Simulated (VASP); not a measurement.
Write the native input for VASP 6.6.1 that does the following.

| Property | Result |
| --- | --- |
| Task | single point |
| Functional | PBEsol |
| Potentials or basis | VASP PAW PBE potentials, release 64 (Rb_sv, Sn_d, H) |
| Cutoff | 500 eV |
| k mesh | 4 × 4 × 4 |
| Occupations | gaussian, width 0.05 eV |
| Spin | no spin polarisation |
| Dipole correction | no |
| Further INCAR settings | ALGO = Normal; EDIFF = 1e-06; NBANDS = 21 |

The structure of RbSnH3 lies in POSCAR:

```
RbSnH3
1.0
    4.6487557061      0.0000000000      0.0000000000
    0.0000000000      4.6487557061      0.0000000000
    0.0000000000      0.0000000000      4.6487557061
Rb Sn H
1 1 3
Direct
    0.0000000000      0.0000000000      0.0000000000
    0.5000000000      0.5000000000      0.5000000000
    0.5000000000      0.5000000000      0.0000000000
    0.5000000000      0.0000000000      0.5000000000
    0.0000000000      0.5000000000      0.5000000000
```

The input as run:

INCAR

```
SYSTEM = RbSnH3
PREC     = Accurate       ! precision mode
ENCUT    = 500            ! plane-wave cutoff, eV
EDIFF    = 1E-6           ! SCF threshold, eV
ISMEAR   = 0              ! smearing method
SIGMA    = 0.05           ! smearing width, eV
LREAL    = .FALSE.        ! projectors in reciprocal space
LASPH    = .TRUE.         ! aspherical terms in the spheres
NELM     = 120            ! most SCF steps
ALGO     = Normal         ! electronic algorithm
ISIF     = 2              ! what is computed and relaxed
LWAVE    = .FALSE.        ! write WAVECAR
LCHARG   = .FALSE.        ! write CHGCAR
GGA      = PS             ! functional
NBANDS   = 21             ! bands
GGA_COMPAT= .FALSE.
```

KPOINTS

```
regular mesh
0
G
  4 4 4
  0 0 0
```

Potentials or basis: VASP PAW PBE potentials, release 64 (Rb_sv, Sn_d, H).

The run is started by

```sh
$ cat potpaw_PBE.64/Rb_sv/POTCAR potpaw_PBE.64/Sn_d/POTCAR potpaw_PBE.64/H/POTCAR > POTCAR
$ mpirun -np 1 vasp_std > vasp.out
```

It gave:

```json
{
 "Pressure": "-3.5 GPa",
 "Band gap on the k mesh": "zero (bands 13 and 14 overlap by 0.02 eV)"
}
```

Caveat: the cell stands under tension; the PAW data sets were made with another functional, which shifts forces and pressure a little; spin-orbit coupling is left out, which moves the levels of the heavy elements.

Wall time 37 s on 1 thread of AMD EPYC 7R43 64-Core Processor (Zen 3), with other jobs on the host, peak memory 0.17 GiB.
